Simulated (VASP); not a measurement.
# N2 in VASP: a series of runs

N2 is run at these levels: PBEsol; tasks: single point, relaxation of the atoms.

Everything below comes from runs of VASP 6.6.1. Logs are shortened: lines on timing, memory, paths and dates and some standing lists are left out, and cuts for length are marked.

**1. The cell of the first run**

The cell holds a molecule in a box, 2 atoms: a = 9.000 Å, b = 9.500 Å, c = 10.000 Å, α = 90.00°, β = 90.00°, γ = 90.00°.

**2. Single point, PBEsol**

INCAR

```
PREC     = Accurate       # precision mode
ENCUT    = 520            # plane-wave cutoff, eV
EDIFF    = 1E-7           # SCF threshold, eV
ISMEAR   = -1             # smearing method
SIGMA    = 0.05           # smearing width, eV
LREAL    = False          # projectors in reciprocal space
LASPH    = True           # aspherical terms in the spheres
NELM     = 100            # most SCF steps
ALGO     = Normal         # electronic algorithm
ISIF     = 2              # what is computed and relaxed
LWAVE    = False          # write WAVECAR
LCHARG   = True           # write CHGCAR
GGA      = PS             # functional
LELF     = True           # ELF
LVHAR    = True         
NBANDS   = 12             # bands
```

KPOINTS

```
Automatic mesh
0
Gamma
  1 1 1
```

POSCAR

```
N
1.0
    9.0000000000      0.0000000000      0.0000000000
    0.0000000000      9.5000000000      0.0000000000
    0.0000000000      0.0000000000     10.0000000000
N
2
Direct
    0.5000000000      0.5000000000      0.4449986396
    0.5000000000      0.5000000000      0.5550013604
```

Potentials or basis: VASP PAW PBE potentials, release 64 (N).

Run with:

```bash
cat potpaw_PBE.64/N/POTCAR > POTCAR
mpirun -np 1 vasp_gam > vasp.out
```

OUTCAR:

```text
PREC = Accurate
   ENCUT = 520
   EDIFF = 1E-7
   ISMEAR = -1
   LREAL = False
   LASPH = True
   NELM = 100
   ISIF = 2
   GGA = PS

 ion  position               nearest neighbor table
   1  0.500  0.500  0.445-   2 1.10
   2  0.500  0.500  0.555-   1 1.10

  LATTYP: Found a simple orthorhombic cell.
 ALAT       =     9.0000000000
 B/A-ratio  =     1.0555555556
 C/A-ratio  =     1.1111111111

  Lattice vectors:

 A1 = (   9.0000000000,   0.0000000000,   0.0000000000)
 A2 = (   0.0000000000,   9.5000000000,   0.0000000000)
 A3 = (   0.0000000000,   0.0000000000,  10.0000000000)

Analysis of symmetry for initial positions (statically):
=====================================================================
 Subroutine PRICEL returns:
 Original cell was already a primitive cell.

 Routine SETGRP: Setting up the symmetry group for a
 simple orthorhombic supercell.

 Subroutine GETGRP returns: Found  8 space group operations
 (whereof  8 operations were pure point group operations)
 out of a pool of  8 trial point group operations.

The static configuration has the point symmetry D_2h.

Analysis of symmetry for dynamics (positions and initial velocities):
=====================================================================
 Subroutine PRICEL returns:
 Original cell was already a primitive cell.

 Routine SETGRP: Setting up the symmetry group for a
 simple orthorhombic supercell.

 Subroutine GETGRP returns: Found  8 space group operations
 (whereof  8 operations were pure point group operations)
 out of a pool of  8 trial point group operations.

The dynamic configuration has the point symmetry D_2h.

 Subroutine INISYM returns: Found  8 space group operations
 (whereof  8 operations are pure point group operations),
 and found     1 'primitive' translations

----------------------------------------------------------------------------------------

                                     Primitive cell

  volume of cell :     855.0000

  direct lattice vectors                    reciprocal lattice vectors
     9.000000000  0.000000000  0.000000000     0.111111111  0.000000000  0.000000000
     0.000000000  9.500000000  0.000000000     0.000000000  0.105263158  0.000000000
     0.000000000  0.000000000 10.000000000     0.000000000  0.000000000  0.100000000

  length of vectors
     9.000000000  9.500000000 10.000000000     0.111111111  0.105263158  0.100000000

  position of ions in fractional coordinates (direct lattice)
     0.500000000  0.500000000  0.444998640
     0.500000000  0.500000000  0.555001360

  ion indices of the primitive-cell ions
   primitive index   ion index
                 1           1
                 2           2

----------------------------------------------------------------------------------------

 KPOINTS: Automatic mesh

Automatic generation of k-mesh.
 Grid dimensions read from file:
 generate k-points for:    1    1    1

 Generating k-lattice:

  Cartesian coordinates                     Fractional coordinates (reciprocal lattice)
     0.111111111  0.000000000  0.000000000     1.000000000  0.000000000  0.000000000
     0.000000000  0.105263158  0.000000000     0.000000000  1.000000000  0.000000000
     0.000000000  0.000000000  0.100000000     0.000000000  0.000000000  1.000000000

  Length of vectors
     0.111111111  0.105263158  0.100000000

  Shift w.r.t. Gamma in fractional coordinates (k-lattice)
     0.000000000  0.000000000  0.000000000

 Subroutine IBZKPT returns following result:
 ===========================================

 Found      1 irreducible k-points:

 Following reciprocal coordinates:
            Coordinates               Weight
  0.000000  0.000000  0.000000      1.000000
   k-points           NKPTS =      1   k-points in BZ     NKDIM =      1   number of bands    NBANDS=     12
   number of dos      NEDOS =    301   number of ions     NIONS =      2
   total plane-waves  NPLWV = 403200
   dimension x,y,z NGX =    70 NGY =   72 NGZ =   80
   dimension x,y,z NGXF=   140 NGYF=  144 NGZF=  160
   ions per type =               2
   NGX,Y,Z   is equivalent  to a cutoff of  12.93, 12.60, 13.30 a.u.
   NGXF,Y,Z  is equivalent  to a cutoff of  25.86, 25.20, 26.60 a.u.
 SYSTEM =  unknown system
   PREC   = accura    normal or accurate (medium, high low for compatibility)
   ISTART =      0    job   : 0-new  1-cont  2-samecut
   ICHARG =      2    charge: 1-file 2-atom 10-const
   ISPIN  =      1    spin polarized calculation?
   LNONCOLLINEAR =      F non collinear calculations
   LSORBIT =      F    spin-orbit coupling
   LASPH  =      T    aspherical Exc in radial PAW
   ENCUT  =  520.0 eV  38.22 Ry    6.18 a.u.  16.73 17.66 18.59*2*pi/ulx,y,z
   NELM   =    100;   NELMIN=  2; NELMDL= -5     # of ELM steps
   EDIFF  = 0.1E-06   stopping-criterion for ELM
   LREAL  =      F    real-space projection
   EDIFFG = 0.1E-05   stopping-criterion for IOM
   NSW    =      0    number of steps for IOM
   IBRION =     -1    ionic relax: 0-MD 1-quasi-New 2-CG
   NFREE  =      0    steps in history (QN), initial steepest desc. (CG)
   ISIF   =      2    stress and relaxation
   ISYM   =      2    0-nonsym 1-usesym 2-fastsym
   POTIM  = 0.5000    time-step for ionic-motion
   TEBEG  =    0.0;   TEEND  =   0.0 temperature during run
   PSTRESS=    0.0 pullay stress
   NELECT =      10.0000    total number of electrons
   NUPDOWN=      -1.0000    fix difference up-down
   EMIN   =  10.00;   EMAX   =-10.00  energy-range for DOS
   EFERMI =   0.00;   METHOD = LEGACY
   ISMEAR =    -1;   SIGMA  =   0.05  broadening in eV -4-tet -1-fermi 0-gaus
   EFERMI_NEDOS =   21; number of points for ismear=-14 and -15
   IALGO  =     38    algorithm
   IMIX   =      4    mixing-type and parameters
     AMIX     =   0.40;   BMIX     =  1.00
     AMIX_MAG =   1.60;   BMIX_MAG =  1.00
  volume/ion in A,a.u.               =     427.50      2884.91
  Fermi-wavevector in a.u.,A,eV,Ry     =   0.371609  0.702239  1.878872  0.138093
  Thomas-Fermi vector in A             =   1.299861
   LORBIT       =      0    0 simple, 1 ext, 2 COOP (PROOUT), +10 PAW based schemes
   GGA     = PS    functional components
   LHFCALC =     F    Hartree Fock is set to
   AEXX    =    0.0000 exact exchange contribution
   IVDW    =     0    specifies the selected vdW correction
   LEPSILON=     F    determine dielectric tensor
   LRPA    =     F    only Hartree local field effects (RPA)
 non-spin polarized calculation
  energy-cutoff  :      520.00
  volume of cell :      855.00
 maximum number of plane-waves:     11510
 NGX is ok and might be reduce to    70
   NGX = 33   NGY = 35   NGZ = 37

 number of electron      10.0000000 magnetization

 Free energy of the ion-electron system (eV)
  ---------------------------------------------------
  ext. energy  EPLUGINS =         0.00000000
  ---------------------------------------------------
  free energy    TOTEN  =       -17.05070492 eV

  energy without entropy =      -17.05070492  energy(sigma->0) =      -17.05070492

 E-fermi :  -8.7837     XC(G=0):  -0.6779

 val. band max:       -9.9884992029   @ k =   0.0000   0.0000   0.0000
 cond. band min:      -1.8010091978   @ k =   0.0000   0.0000   0.0000
 fundamental gap:      8.1874900051
 Fermi energy:        -8.7836644493

 k-point     1 :       0.0000    0.0000    0.0000
  band No.  band energies     occupation
      1     -28.1722      2.00000
      2     -13.1924      2.00000
      3     -11.4959      2.00000
      4     -11.4959      2.00000
      5      -9.9885      2.00000
      6      -1.8010      0.00000
      7      -1.8006      0.00000
      8      -0.1642      0.00000
      9       1.2271      0.00000
     10       1.3069      0.00000
     11       1.3100      0.00000
     12       1.4737      0.00000

------------------------ aborting loop because EDIFF is reached ----------------------------------------

  FORCE on cell =-STRESS in cart. coord.  units (eV):
  Direction    XX          YY          ZZ          XY          YZ          ZX
  --------------------------------------------------------------------------------------
  -------------------------------------------------------------------------------------
  Total       -0.0588792     -0.0571651      1.9535136      0.0000000      0.0000000      0.0000000
  in kB       -0.1103332     -0.1071212      3.6606728      0.0000000      0.0000000      0.0000000
  external PRESSURE =       1.1477395 kB  Pullay stress =       0.0000000 kB

 VOLUME and BASIS-vectors are now :
 -----------------------------------------------------------------------------
  energy-cutoff  :      520.00
  volume of cell :      855.00
      direct lattice vectors                 reciprocal lattice vectors
     9.000000000  0.000000000  0.000000000     0.111111111  0.000000000  0.000000000
     0.000000000  9.500000000  0.000000000     0.000000000  0.105263158  0.000000000
     0.000000000  0.000000000 10.000000000     0.000000000  0.000000000  0.100000000

 POSITION                                       TOTAL-FORCE (eV/Angst)
 -----------------------------------------------------------------------------------
      4.50000      4.75000      4.44999         0.000000      0.000000     -1.859277
      4.50000      4.75000      5.55001         0.000000      0.000000      1.859277
 -----------------------------------------------------------------------------------
    total drift:                                0.000000      0.000000      0.000000

  FREE ENERGIE OF THE ION-ELECTRON SYSTEM (eV)
  ---------------------------------------------------
  free  energy   TOTEN  =       -17.0507049226 eV

  energy  without entropy=      -17.0507049225  energy(sigma->0) =      -17.05070492
```

Wall time 62 s (1 thread of Intel Xeon Platinum 8375C at 2.90GHz (Ice Lake), shared host); peak memory 0.74 GiB.

What came out:

| Property | Result |
| --- | --- |
| Free energy | -17.0507 eV |
| Largest force | 1.859 eV/Å |
| Gap between the frontier levels | 8.19 eV |

Forces in eV/Å, atoms in the order of the input:
```
N    0.000  0.000 -1.859
N    0.000  0.000  1.859
```

Levels at points of the mesh, in eV from the valence-band top:
| k point | band 2 | band 3 | band 4 | band 5 | band 6 | band 7 | band 8 | band 9 |
| --- | --- | --- | --- | --- | --- | --- | --- | --- |
| (0.00, 0.00, 0.00) | -3.20 | -1.51 | -1.51 | 0.00 | 8.19 | 8.19 | 9.82 | 11.22 |

Caveat: the standard files for N, O and F lose accuracy on very short bonds; the PAW data sets were made with another functional, which shifts forces and pressure a little.

**3. Relaxation of the atoms, PBEsol**

INCAR

```
SYSTEM = N
PREC     = Accurate       ! precision mode
ENCUT    = 520            ! plane-wave cutoff, eV
EDIFF    = 1E-6           ! SCF threshold, eV
ISMEAR   = -1             ! smearing method
SIGMA    = 0.05           ! smearing width, eV
LREAL    = .False.        ! projectors in reciprocal space
LASPH    = .True.         ! aspherical terms in the spheres
NELM     = 80             ! most SCF steps
ALGO     = Normal         ! electronic algorithm
ISIF     = 2              ! what is computed and relaxed
LWAVE    = .False.        ! write WAVECAR
LCHARG   = .False.        ! write CHGCAR
GGA      = PS             ! functional
IBRION   = 2              ! ionic algorithm
NSW      = 50             ! ionic steps
EDIFFG   = -0.01          ! ionic threshold
```

KPOINTS

```
regular mesh
0
Gamma
  1 1 1
  0 0 0
```

POSCAR

```
N
1.0
    9.0000000000      0.0000000000      0.0000000000
    0.0000000000      9.5000000000      0.0000000000
    0.0000000000      0.0000000000     10.0000000000
N
2
Direct
    0.5000000000      0.5000000000      0.4445000000
    0.5000000000      0.5000000000      0.5555000000
```

Potentials or basis: VASP PAW PBE potentials, release 64 (N).

Run with:

```bash
cat potpaw_PBE.64/N/POTCAR > POTCAR
mpirun -np 1 vasp_gam > vasp.out
```

Run time: 79 s. Hardware: 1 thread of Intel Xeon Platinum 8375C at 2.90GHz (Ice Lake), shared host; peak memory 0.78 GiB.

It converged, with:

| Item | Value |
| --- | --- |
| Free energy | -17.0614 eV |
| Energy gained by relaxing | 0.1 meV/atom |
| Ionic steps | 3 |
| Gap between the frontier levels | 8.05 eV |

Step by step:
| step | energy change (eV) | largest force (eV/Å) | pressure (GPa) |
| --- | --- | --- | --- |
| 1 | 0.0000 | 0.2543 | 0.01 |
| 2 | 0.0376 | 3.2048 | -0.24 |
| 3 | -0.0002 | 0.0004 | -0.01 |

Final structure:
```
CELL_PARAMETERS angstrom
9.00000 0.00000 0.00000
0.00000 9.50000 0.00000
0.00000 0.00000 10.00000
ATOMIC_POSITIONS crystal
N 0.50000 0.50000 0.44442
N 0.50000 0.50000 0.55558
```

Levels at points of the mesh, in eV from the valence-band top:
| k point | band 1 | band 2 | band 3 | band 4 | band 5 | band 6 | band 7 | band 8 | band 9 |
| --- | --- | --- | --- | --- | --- | --- | --- | --- | --- |
| (0.00, 0.00, 0.00) | -18.01 | -3.29 | -1.42 | -1.42 | 0.00 | 8.05 | 8.05 | 9.82 | 11.21 |

Caveat: the standard files for N, O and F lose accuracy on very short bonds; the PAW data sets were made with another functional, which shifts forces and pressure a little.

**4. Single point, PBEsol**

INCAR

```
PREC     = Accurate       # precision mode
ENCUT    = 910            # plane-wave cutoff, eV
EDIFF    = 1E-6           # SCF threshold, eV
ISMEAR   = -1             # smearing method
SIGMA    = 0.05           # smearing width, eV
LREAL    = False          # projectors in reciprocal space
LASPH    = True           # aspherical terms in the spheres
NELM     = 120            # most SCF steps
ALGO     = Normal         # electronic algorithm
ISIF     = 2              # what is computed and relaxed
LWAVE    = False          # write WAVECAR
LCHARG   = True           # write CHGCAR
GGA      = PS             # functional
LELF     = True           # ELF
LVHAR    = True         
NBANDS   = 12             # bands
GGA_COMPAT= False        
NELMDL   = -8
```

KPOINTS

```
Automatic mesh
0
Gamma
  1 1 1
```

POSCAR

```
N
1.0
    9.0000000000      0.0000000000      0.0000000000
    0.0000000000      9.5000000000      0.0000000000
    0.0000000000      0.0000000000     10.0000000000
N
2
Direct
    0.5000000000      0.5000000000      0.4449986396
    0.5000000000      0.5000000000      0.5550013604
```

Potentials or basis: VASP PAW PBE potentials, release 64 (N_h).

Run with:

```bash
cat potpaw_PBE.64/N_h/POTCAR > POTCAR
mpirun -np 1 vasp_gam > vasp.out
```

OUTCAR:

```text
PREC = Accurate
   ENCUT = 910
   EDIFF = 1E-6
   ISMEAR = -1
   LREAL = False
   LASPH = True
   NELM = 120
   ISIF = 2
   GGA = PS
   NELMDL = -8

 ion  position               nearest neighbor table
   1  0.500  0.500  0.445-   2 1.10
   2  0.500  0.500  0.555-   1 1.10

  LATTYP: Found a simple orthorhombic cell.
 ALAT       =     9.0000000000
 B/A-ratio  =     1.0555555556
 C/A-ratio  =     1.1111111111

  Lattice vectors:

 A1 = (   9.0000000000,   0.0000000000,   0.0000000000)
 A2 = (   0.0000000000,   9.5000000000,   0.0000000000)
 A3 = (   0.0000000000,   0.0000000000,  10.0000000000)

Analysis of symmetry for initial positions (statically):
=====================================================================
 Subroutine PRICEL returns:
 Original cell was already a primitive cell.

 Routine SETGRP: Setting up the symmetry group for a
[... 138 lines left out ...]
  ext. energy  EPLUGINS =         0.00000000
  ---------------------------------------------------
  free energy    TOTEN  =       -17.23206426 eV

  energy without entropy =      -17.23206426  energy(sigma->0) =      -17.23206426

 E-fermi :  -8.7607     XC(G=0):  -0.6720

 val. band max:      -10.0007381735   @ k =   0.0000   0.0000   0.0000
 cond. band min:      -1.7603669938   @ k =   0.0000   0.0000   0.0000
 fundamental gap:      8.2403711797
 Fermi energy:        -8.7607253982

 k-point     1 :       0.0000    0.0000    0.0000
  band No.  band energies     occupation
      1     -27.9747      2.00000
      2     -13.2246      2.00000
      3     -11.4315      2.00000
      4     -11.4315      2.00000
      5     -10.0007      2.00000
      6      -1.7604      0.00000
      7      -1.7599      0.00000
      8      -0.1456      0.00000
      9       1.2469      0.00000
     10       1.3271      0.00000
     11       1.3334      0.00000
     12       1.5700      0.00000

------------------------ aborting loop because EDIFF is reached ----------------------------------------

  FORCE on cell =-STRESS in cart. coord.  units (eV):
  Direction    XX          YY          ZZ          XY          YZ          ZX
  --------------------------------------------------------------------------------------
  -------------------------------------------------------------------------------------
  Total       -0.0715642     -0.0697781      0.1396584      0.0000000      0.0000000      0.0000000
  in kB       -0.1341036     -0.1307565      0.2617047      0.0000000      0.0000000      0.0000000
  external PRESSURE =      -0.0010518 kB  Pullay stress =       0.0000000 kB

 VOLUME and BASIS-vectors are now :
 -----------------------------------------------------------------------------
  energy-cutoff  :      910.00
  volume of cell :      855.00
      direct lattice vectors                 reciprocal lattice vectors
     9.000000000  0.000000000  0.000000000     0.111111111  0.000000000  0.000000000
     0.000000000  9.500000000  0.000000000     0.000000000  0.105263158  0.000000000
     0.000000000  0.000000000 10.000000000     0.000000000  0.000000000  0.100000000

 POSITION                                       TOTAL-FORCE (eV/Angst)
 -----------------------------------------------------------------------------------
      4.50000      4.75000      4.44999         0.000000      0.000000     -0.196830
      4.50000      4.75000      5.55001         0.000000     -0.000000      0.196830
 -----------------------------------------------------------------------------------
    total drift:                                0.000000     -0.000000      0.000000

  FREE ENERGIE OF THE ION-ELECTRON SYSTEM (eV)
  ---------------------------------------------------
  free  energy   TOTEN  =       -17.2320642604 eV

  energy  without entropy=      -17.2320642604  energy(sigma->0) =      -17.23206426
```

Run time: 2 min. Hardware: 1 thread of Intel Xeon Platinum 8375C at 2.90GHz (Ice Lake), shared host; peak memory 1.2 GiB.

What came out:

```
Free energy                     : -17.2321 eV
Largest force                   : 0.197 eV/Å
Gap between the frontier levels : 8.24 eV
```

Forces in eV/Å, atoms in the order of the input:
```
N    0.000  0.000 -0.197
N    0.000  0.000  0.197
```

Caveat: the cutoff is under 1.25 times the usual one of these potentials, so pressure, stress and relaxed cells hold a basis-set (Pulay) error; the PAW data sets were made with another functional, which shifts forces and pressure a little.

**5. The runs side by side**

| task | potentials or basis | cell | cutoff (eV) | second run | gap on the mesh (eV) | largest force (eV/Å) |
| --- | --- | --- | --- | --- | --- | --- |
| single point | VASP PAW PBE potentials, release 64 (N) | as given | 520 | - | 8.19 | 1.86 |
| relaxation of the atoms | VASP PAW PBE potentials, release 64 (N) | atoms relaxed | 520 | - | 8.05 | - |
| single point | VASP PAW PBE potentials, release 64 (N_h) | as given | 910 | hard_potentials | 8.24 | 0.20 |

Alike in all rows: level PBEsol; no spin polarisation; k mesh 1 × 1 × 1; smearing fermi-dirac 0.05 eV.

Caveats: the PAW data sets were made with another functional, which shifts forces and pressure a little; the standard files for N, O and F lose accuracy on very short bonds (some runs); the cutoff is under 1.25 times the usual one of these potentials, so pressure, stress and relaxed cells hold a basis-set (Pulay) error (some runs).

Total energies depend on the potentials used, so only differences within one code and one set of settings carry meaning.
